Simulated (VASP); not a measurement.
# Ca2Se (Fd-3m) in VASP: a series of runs

Runs on Ca2Se. Level: PBE. Tasks: single point, relaxation of cell and atoms.

All numbers are computed with VASP 6.6.1; they aren't measurements. Logs are shortened: lines on timing, memory, paths and dates and some standing lists are left out, and cuts for length are marked.

### 1 The cell of the first run

The structure is cubic, space group Fd-3m (No. 227). The conventional cell has a = 9.204 Å, b = 9.204 Å, c = 9.204 Å, α = 90.00°, β = 90.00°, γ = 90.00°. Ca (site symmetry -3m) has 6 Ca at 3.25 Å and 6 Se at 3.82 Å within 4.3 Å. Within 5.0 Å of Se (site symmetry -43m) lie 12 Ca at 3.82 Å and 4 Se at 3.99 Å.

### 2 Single point, PBE

Input file INCAR:

```
SYSTEM = Ca2Se
ALGO     = Normal         ! electronic algorithm
EDIFF    = 1E-7           ! SCF threshold, eV
ENCUT    = 520            ! plane-wave cutoff, eV
GGA      = PE             ! functional
ISIF     = 2              ! what is computed and relaxed
ISMEAR   = 0              ! smearing method
LASPH    = .TRUE.         ! aspherical terms in the spheres
LCHARG   = .FALSE.        ! write CHGCAR
LREAL    = .FALSE.        ! projectors in reciprocal space
LWAVE    = .FALSE.        ! write WAVECAR
NBANDS   = 35             ! bands
NELM     = 100            ! most SCF steps
PREC     = Accurate       ! precision mode
SIGMA    = 0.1            ! smearing width, eV
```

Input file KPOINTS:

```
k-points
0
G
  8 8 8
  0 0 0
```

Input file POSCAR:

```
Ca2Se
1.0
    0.0000000000      4.6021399093      4.6021399093
    4.6021399093      0.0000000000      4.6021399093
    4.6021399093      4.6021399093      0.0000000000
Ca Se
4 2
Direct
    0.6250000000      0.6250000000      0.6250000000
    0.1250000000      0.6250000000      0.6250000000
    0.6250000000      0.6250000000      0.1250000000
    0.6250000000      0.1250000000      0.6250000000
    0.0000000000      0.0000000000      0.0000000000
    0.2500000000      0.2500000000      0.2500000000
```

Potentials or basis: VASP PAW PBE potentials, release 64 (Ca_sv, Se).

Run with:

```bash
> cat potpaw_PBE.64/Ca_sv/POTCAR potpaw_PBE.64/Se/POTCAR > POTCAR
> mpirun -np 1 vasp_std > vasp.out
```

OUTCAR:

```text
SYSTEM = Ca2Se
   EDIFF = 1E-7
   ENCUT = 520
   GGA = PE
   ISIF = 2
   ISMEAR = 0
   LASPH = .TRUE.
   LREAL = .FALSE.
   NELM = 100
   PREC = Accurate

 ion  position               nearest neighbor table
   1  0.625  0.625  0.625-
   2  0.125  0.625  0.625-
   3  0.625  0.625  0.125-
   4  0.625  0.125  0.625-
   5  0.000  0.000  0.000-
   6  0.250  0.250  0.250-

  LATTYP: Found a face centered cubic cell.
 ALAT       =     9.2042798186

  Lattice vectors:

 A1 = (   0.0000000000,   4.6021399093,   4.6021399093)
 A2 = (   4.6021399093,   0.0000000000,   4.6021399093)
 A3 = (   4.6021399093,   4.6021399093,   0.0000000000)

Analysis of symmetry for initial positions (statically):
=====================================================================
 Subroutine PRICEL returns:
 Original cell was already a primitive cell.

 Routine SETGRP: Setting up the symmetry group for a
 face centered cubic supercell.

 Subroutine GETGRP returns: Found 48 space group operations
 (whereof 24 operations were pure point group operations)
 out of a pool of 48 trial point group operations.

The static configuration has the point symmetry T_d .
 The point group associated with its full space group is O_h .

Analysis of symmetry for dynamics (positions and initial velocities):
=====================================================================
 Subroutine PRICEL returns:
 Original cell was already a primitive cell.

 Routine SETGRP: Setting up the symmetry group for a
 face centered cubic supercell.

 Subroutine GETGRP returns: Found 48 space group operations
 (whereof 24 operations were pure point group operations)
 out of a pool of 48 trial point group operations.

The dynamic configuration has the point symmetry T_d .
 The point group associated with its full space group is O_h .

 Subroutine INISYM returns: Found 48 space group operations
 (whereof 24 operations are pure point group operations),
 and found     1 'primitive' translations

----------------------------------------------------------------------------------------

                                     Primitive cell

  volume of cell :     194.9438

  direct lattice vectors                    reciprocal lattice vectors
     0.000000000  4.602139909  4.602139909    -0.108645111  0.108645111  0.108645111
     4.602139909  0.000000000  4.602139909     0.108645111 -0.108645111  0.108645111
     4.602139909  4.602139909  0.000000000     0.108645111  0.108645111 -0.108645111

  length of vectors
     6.508408676  6.508408676  6.508408676     0.188178852  0.188178852  0.188178852

  position of ions in fractional coordinates (direct lattice)
     0.625000000  0.625000000  0.625000000
     0.125000000  0.625000000  0.625000000
     0.625000000  0.625000000  0.125000000
     0.625000000  0.125000000  0.625000000
     0.000000000  0.000000000  0.000000000
     0.250000000  0.250000000  0.250000000

  ion indices of the primitive-cell ions
   primitive index   ion index
                 1           1
                 2           2
                 3           3
                 4           4
                 5           5
                 6           6

----------------------------------------------------------------------------------------

 KPOINTS: k-points

Automatic generation of k-mesh.
 Grid dimensions read from file:
 generate k-points for:    8    8    8

 Generating k-lattice:

  Cartesian coordinates                     Fractional coordinates (reciprocal lattice)
    -0.013580639  0.013580639  0.013580639     0.125000000  0.000000000  0.000000000
     0.013580639 -0.013580639  0.013580639     0.000000000  0.125000000  0.000000000
     0.013580639  0.013580639 -0.013580639     0.000000000  0.000000000  0.125000000

  Length of vectors
     0.023522356  0.023522356  0.023522356

  Shift w.r.t. Gamma in fractional coordinates (k-lattice)
     0.000000000  0.000000000  0.000000000

 Subroutine IBZKPT returns following result:
 ===========================================

 Found     29 irreducible k-points:

 Following reciprocal coordinates:
            Coordinates               Weight
  0.000000  0.000000  0.000000      1.000000
  0.125000  0.000000  0.000000      8.000000
  0.250000  0.000000  0.000000      8.000000
  0.375000  0.000000  0.000000      8.000000
  0.500000  0.000000  0.000000      4.000000
  0.125000  0.125000  0.000000      6.000000
[... 16 lines left out ...]
  0.500000  0.250000  0.125000     48.000000
 -0.375000  0.250000  0.125000     24.000000
 [... further k-points ...]
   k-points           NKPTS =     29   k-points in BZ     NKDIM =     29   number of bands    NBANDS=     35
   number of dos      NEDOS =    301   number of ions     NIONS =      6
   total plane-waves  NPLWV = 110592
   dimension x,y,z NGX =    48 NGY =   48 NGZ =   48
   dimension x,y,z NGXF=    96 NGYF=   96 NGZF=   96
   ions per type =               4   2
[... 27 lines left out ...]
   ISMEAR =     0;   SIGMA  =   0.10  broadening in eV -4-tet -1-fermi 0-gaus
   EFERMI_NEDOS =   21; number of points for ismear=-14 and -15
   IALGO  =     38    algorithm
   IMIX   =      4    mixing-type and parameters
     AMIX     =   0.40;   BMIX     =  1.00
     AMIX_MAG =   1.60;   BMIX_MAG =  1.00
  volume/ion in A,a.u.               =      32.49       219.26
  Fermi-wavevector in a.u.,A,eV,Ry     =   1.053835  1.991460 15.110210  1.110569
  Thomas-Fermi vector in A             =   2.188972
   LORBIT       =      0    0 simple, 1 ext, 2 COOP (PROOUT), +10 PAW based schemes
   GGA     = PE    functional components
   LHFCALC =     F    Hartree Fock is set to
   AEXX    =    0.0000 exact exchange contribution
   IVDW    =     0    specifies the selected vdW correction
   LEPSILON=     F    determine dielectric tensor
   LRPA    =     F    only Hartree local field effects (RPA)
 non-spin polarized calculation
 Gauss-broadening in eV      SIGMA  =   0.10
  energy-cutoff  :      520.00
  volume of cell :      194.94
 maximum number of plane-waves:      5297
   NGX = 25   NGY = 25   NGZ = 25

 number of electron      52.0000010 magnetization

 Free energy of the ion-electron system (eV)
  ---------------------------------------------------
  ext. energy  EPLUGINS =         0.00000000
  ---------------------------------------------------
  free energy    TOTEN  =       -15.89269704 eV

  energy without entropy =      -15.88103619  energy(sigma->0) =      -15.88686661

 E-fermi :   2.8709     XC(G=0):  -8.4057

 val. band max:        2.8706505444   @ k =  -0.2500   0.1250   0.0000
 cond. band min:       2.8856762610   @ k =  -0.1250   0.1250   0.0000
 fundamental gap:      0.0150257166
 Fermi energy:         2.8709186399

 k-point     1 :       0.0000    0.0000    0.0000
  band No.  band energies     occupation
      1     -39.2570      2.00000
      2     -39.1672      2.00000
      3     -39.1672      2.00000
      4     -39.1672      2.00000
      5     -20.6052      2.00000
      6     -20.4037      2.00000
[... 27 lines left out ...]
     34       5.4216      0.00000
     35       5.4216      0.00000

 k-point     2 :       0.1250    0.0000    0.0000
  band No.  band energies     occupation
      1     -39.2545      2.00000
      2     -39.1698      2.00000
      3     -39.1672      2.00000
      4     -39.1672      2.00000
      5     -20.5894      2.00000
      6     -20.3992      2.00000
[... 27 lines left out ...]
     34       5.2005      0.00000
     35       5.3203      0.00000

 k-point     3 :       0.2500    0.0000    0.0000
  band No.  band energies     occupation
      1     -39.2477      2.00000
      2     -39.1767      2.00000
      3     -39.1672      2.00000
      4     -39.1672      2.00000
      5     -20.5507      2.00000
      6     -20.3830      2.00000
[... 27 lines left out ...]
     34       4.9296      0.00000
     35       5.0177      0.00000
[... 723 lines left out ...]
 k-point    23 :       0.5000    0.2500    0.1250
  band No.  band energies     occupation
      1     -39.2330      2.00000
      2     -39.1916      2.00000
      3     -39.1672      2.00000
      4     -39.1672      2.00000
      5     -20.4740      2.00000
      6     -20.3741      2.00000
[... 27 lines left out ...]
     34       4.8867      0.00000
     35       4.9421      0.00000

 k-point    24 :      -0.3750    0.2500    0.1250
  band No.  band energies     occupation
      1     -39.2282      2.00000
      2     -39.1965      2.00000
      3     -39.1673      2.00000
      4     -39.1672      2.00000
      5     -20.4594      2.00000
      6     -20.3662      2.00000
[... 27 lines left out ...]
     34       4.9758      0.00000
     35       4.9920      0.00000

 [... further k-points ...]

------------------------ aborting loop because EDIFF is reached ----------------------------------------

  FORCE on cell =-STRESS in cart. coord.  units (eV):
  Direction    XX          YY          ZZ          XY          YZ          ZX
  --------------------------------------------------------------------------------------
  -------------------------------------------------------------------------------------
  Total        0.0382246      0.0382246      0.0382246      0.0000000      0.0000000      0.0000000
  in kB        0.3141548      0.3141548      0.3141548      0.0000000      0.0000000      0.0000000
  external PRESSURE =       0.3141548 kB  Pullay stress =       0.0000000 kB

 VOLUME and BASIS-vectors are now :
 -----------------------------------------------------------------------------
  energy-cutoff  :      520.00
  volume of cell :      194.94
      direct lattice vectors                 reciprocal lattice vectors
     0.000000000  4.602139909  4.602139909    -0.108645111  0.108645111  0.108645111
     4.602139909  0.000000000  4.602139909     0.108645111 -0.108645111  0.108645111
     4.602139909  4.602139909  0.000000000     0.108645111  0.108645111 -0.108645111

 POSITION                                       TOTAL-FORCE (eV/Angst)
 -----------------------------------------------------------------------------------
      5.75267      5.75267      5.75267         0.000000      0.000000      0.000000
      5.75267      3.45160      3.45160         0.000000      0.000000      0.000000
      3.45160      3.45160      5.75267         0.000000      0.000000      0.000000
      3.45160      5.75267      3.45160         0.000000      0.000000      0.000000
      0.00000      0.00000      0.00000         0.000000      0.000000      0.000000
      2.30107      2.30107      2.30107        -0.000000     -0.000000     -0.000000
 -----------------------------------------------------------------------------------
    total drift:                                0.000000      0.000000     -0.000000

  FREE ENERGIE OF THE ION-ELECTRON SYSTEM (eV)
  ---------------------------------------------------
  free  energy   TOTEN  =       -15.8926970369 eV

  energy  without entropy=      -15.8810361908  energy(sigma->0) =      -15.88686661
```

It took 6.1 min on 1 thread of AMD EPYC 7R43 (Zen 3), shared host; peak memory 0.35 GiB.

Results:

| Item | Value |
| --- | --- |
| Free energy | -15.8927 eV |
| Pressure | 0.0 GPa |
| Band gap on the k mesh | zero (band 26 reaches 2.95 eV, above the bottom of band 27 at 2.72 eV) |

### 3 Relaxation of cell and atoms, PBE

This run uses another cell than the first one, of 31.74 Å³/atom, 0.977 times its volume.

Input file INCAR:

```
SYSTEM = Ca2Se
PREC = Accurate ; ENCUT = 600
EDIFF = 1E-7 ; ISMEAR = 0
SIGMA = 0.1 ; LREAL = .False.
LASPH = .True. ; NELM = 100
ALGO = Normal ; ISIF = 3
LWAVE = .False. ; LCHARG = .False.
GGA = PE ; IBRION = 2
NSW = 100 ; EDIFFG = -0.01
```

Input file KPOINTS:

```
regular mesh
0
Gamma
  8 8 8
  0 0 0
```

Changes to POSCAR since step 2:

```diff
@@ -2,5 +2,5 @@
 1.0
-    0.0000000000      4.6021399093      4.6021399093
-    4.6021399093      0.0000000000      4.6021399093
-    4.6021399093      4.6021399093      0.0000000000
+    0.0000000000      4.5663744860      4.5663744860
+    4.5663744860      0.0000000000      4.5663744860
+    4.5663744860      4.5663744860      0.0000000000
 Ca Se
```

Potentials or basis: VASP PAW PBE potentials, release 64 (Ca_sv, Se).

Run with:

```bash
> cat potpaw_PBE.64/Ca_sv/POTCAR potpaw_PBE.64/Se/POTCAR > POTCAR
> mpirun -np 1 vasp_std > vasp.out
```

Wall time 21 min (1 thread of AMD EPYC 7R43 (Zen 3), shared host); peak memory 0.48 GiB.

The run converged. Its results:

* Free energy: -15.8930 eV
* Relaxed volume: 32.56 Å³/atom
* Relaxed cell: a = 6.513 Å, b = 6.513 Å, c = 6.513 Å, α = 60.00°, β = 60.00°, γ = 60.00°
* Space group after relaxing (to 0.05 Å): Fd-3m (No. 227)
* Energy gained by relaxing: 1.3 meV/atom
* Ionic steps: 3
* Pressure after relaxing: 0.0 GPa
* Band gap on the k mesh: zero (band 26 reaches 2.94 eV, above the bottom of band 27 at 2.71 eV)

Step by step:
```tsv
step	energy change (eV)	largest force (eV/Å)	pressure (GPa)	volume (Å³)
1	0.0000	0.0000	0.51	190.43
2	-0.0063	0.0000	0.22	193.23
3	-0.0078	0.0000	0.01	195.35
```

Final structure:
```yaml
crystal:
  lattice:
    - [0.00000, 4.60535, 4.60535]
    - [4.60535, 0.00000, 4.60535]
    - [4.60535, 4.60535, 0.00000]
  atoms:
    - { symbol: Ca, position: [0.62500, 0.62500, 0.62500] }
    - { symbol: Ca, position: [0.12500, 0.62500, 0.62500] }
    - { symbol: Ca, position: [0.62500, 0.62500, 0.12500] }
    - { symbol: Ca, position: [0.62500, 0.12500, 0.62500] }
    - { symbol: Se, position: [0.00000, 0.00000, 0.00000] }
    - { symbol: Se, position: [0.25000, 0.25000, 0.25000] }
```

Levels at points of the mesh, in eV from the Fermi level:
```csv
k point,band 22,band 23,band 24,band 25,band 26,band 27,band 28,band 29,band 30,band 31
"(0.00, 0.00, 0.00)",-2.84,-1.94,-1.94,-1.94,-0.15,-0.15,-0.15,0.22,1.28,1.28
"(0.50, 0.00, 0.00)",-1.89,-1.89,-1.62,-1.22,-0.42,0.45,0.45,0.57,1.60,1.68
"(0.50, 0.50, 0.00)",-2.93,-1.50,-1.50,-0.64,-0.64,1.10,1.10,1.34,1.34,1.38
```

### 4 Single point, PBE

This run uses another cell than the first one, of 31.74 Å³/atom, 0.977 times its volume.

Input file INCAR:

```
SYSTEM = Ca2Se
ALGO = Normal ; EDIFF = 1E-6
ENCUT = 520 ; GGA = PE
ISIF = 2 ; ISMEAR = 0
LASPH = .TRUE. ; LCHARG = .FALSE.
LREAL = .FALSE. ; LWAVE = .FALSE.
NBANDS = 35 ; NELM = 100
PREC = Accurate ; SIGMA = 0.1
```

Input file KPOINTS:

```
k-points
0
G
  4 4 4
  0 0 0
```

Input file POSCAR:

```
Ca2Se
1.0
    0.0000000000      4.5663744860      4.5663744860
    4.5663744860      0.0000000000      4.5663744860
    4.5663744860      4.5663744860      0.0000000000
Ca Se
4 2
Direct
    0.1250000000      0.1250000000      0.1250000000
    0.6250000000      0.1250000000      0.1250000000
    0.1250000000      0.1250000000      0.6250000000
    0.1250000000      0.6250000000      0.1250000000
    0.5000000000      0.5000000000      0.5000000000
    0.7500000000      0.7500000000      0.7500000000
```

Run with:

```bash
> cat potpaw_PBE.64/Ca_sv/POTCAR potpaw_PBE.64/Se/POTCAR > POTCAR
> mpirun -np 1 vasp_std > vasp.out
```

Wall time 100 s (1 thread of AMD EPYC 7R43 (Zen 3), shared host); peak memory 0.29 GiB.

The run converged. Its results:

- Free energy: -15.8715 eV
- Pressure: 0.3 GPa
- Band gap on the k mesh: zero (band 26 reaches 3.14 eV, above the bottom of band 27 at 2.86 eV)

Levels at points of the mesh, in eV from the Fermi level:
```tsv
k point	band 24	band 25	band 26	band 27	band 28	band 29
(0.00, 0.00, 0.00)	-2.09	-2.09	-0.25	-0.25	-0.25	0.12
(0.50, 0.00, 0.00)	-1.77	-1.33	-0.45	0.36	0.36	0.48
(0.50, 0.50, 0.00)	-1.65	-0.71	-0.71	1.02	1.02	1.27
```

### 5 Relaxation of cell and atoms, PBE

This run uses another cell than the first one, of 24.49 Å³/atom, 0.754 times its volume.

Input file INCAR:

```
SYSTEM = Ca2Se
PREC = Accurate
ENCUT = 600
EDIFF = 1E-6
ISMEAR = 0
SIGMA = 0.1
LREAL = .FALSE.
LASPH = .TRUE.
NELM = 100
ALGO = Normal
ISIF = 3
LWAVE = .FALSE.
LCHARG = .FALSE.
GGA = PE
IBRION = 2
NSW = 90
EDIFFG = -0.04
```

Input file KPOINTS:

```
Automatic mesh
0
G
  4 4 4
  0 0 0
```

Changes to POSCAR since step 4:

```diff
@@ -2,5 +2,5 @@
 1.0
-    0.0000000000      4.5663744860      4.5663744860
-    4.5663744860      0.0000000000      4.5663744860
-    4.5663744860      4.5663744860      0.0000000000
+    0.0000000000      4.1882590500      4.1882590500
+    4.1882590500      0.0000000000      4.1882590500
+    4.1882590500      4.1882590500      0.0000000000
 Ca Se
```

Run with:

```bash
> cat potpaw_PBE.64/Ca_sv/POTCAR potpaw_PBE.64/Se/POTCAR > POTCAR
> mpirun -np 1 vasp_std > vasp.out
```

Wall time 5 min (1 thread of AMD EPYC 7R43 (Zen 3), shared host); peak memory 0.3 GiB.

It converged, with:

* Free energy: -15.8685 eV
* Relaxed volume: 32.09 Å³/atom
* Relaxed cell: a = 6.482 Å, b = 6.482 Å, c = 6.482 Å, α = 60.00°, β = 60.00°, γ = 60.00°
* Space group after relaxing (to 0.05 Å): Fd-3m (No. 227)
* Energy gained by relaxing: 143.1 meV/atom
* Ionic steps: 3
* Pressure after relaxing: 0.1 GPa
* Band gap on the k mesh: zero (band 26 reaches 3.05 eV, above the bottom of band 27 at 2.79 eV)

The path:
```
step  energy change (eV)  largest force (eV/Å)  pressure (GPa)  volume (Å³)
   1              0.0000                0.0000            7.01       146.94
   2             -0.6854                0.0000            2.72       170.90
   3             -0.8584                0.0000            0.10       192.57
```

Final structure:
```
CELL_PARAMETERS angstrom
0.00000 4.58335 4.58335
4.58335 0.00000 4.58335
4.58335 4.58335 0.00000
ATOMIC_POSITIONS crystal
Ca 0.12500 0.12500 0.12500
Ca 0.62500 0.12500 0.12500
Ca 0.12500 0.12500 0.62500
Ca 0.12500 0.62500 0.12500
Se 0.50000 0.50000 0.50000
Se 0.75000 0.75000 0.75000
```

Levels at points of the mesh, in eV from the Fermi level:
```tsv
k point	band 24	band 25	band 26	band 27	band 28	band 29
(0.00, 0.00, 0.00)	-2.06	-2.06	-0.24	-0.24	-0.24	0.13
(0.50, 0.00, 0.00)	-1.74	-1.31	-0.47	0.37	0.37	0.49
(0.50, 0.50, 0.00)	-1.62	-0.71	-0.71	1.02	1.02	1.27
```

Caveat: the volume moved by over 15 % at a fixed basis, so the end points are rough.

### 6 The runs side by side

```tsv
task	cell	k mesh	cutoff (eV)	gap on the mesh (eV)	pressure (GPa)	relaxed volume (Å³/atom)
single point	a = 6.508 Å, angles 60.0°, 6 atoms	8 × 8 × 8	520	none	0.0	-
relaxation of cell and atoms	relaxed from a = 6.458 Å, angles 60.0°, 6 atoms	8 × 8 × 8	600	none	0.0	32.56
single point	a = 6.458 Å, angles 60.0°, 6 atoms	4 × 4 × 4	520	none	0.3	-
relaxation of cell and atoms	relaxed from a = 5.923 Å, angles 60.0°, 6 atoms	4 × 4 × 4	600	none	0.1	32.09
```

Alike in all rows: level PBE; potentials or basis VASP PAW PBE potentials, release 64 (Ca_sv, Se); no spin polarisation; smearing gaussian 0.1 eV.

Caveats: the volume moved by over 15 % at a fixed basis, so the end points are rough (some runs).

Total energies depend on the potentials used, so only differences within one code and one set of settings carry meaning.
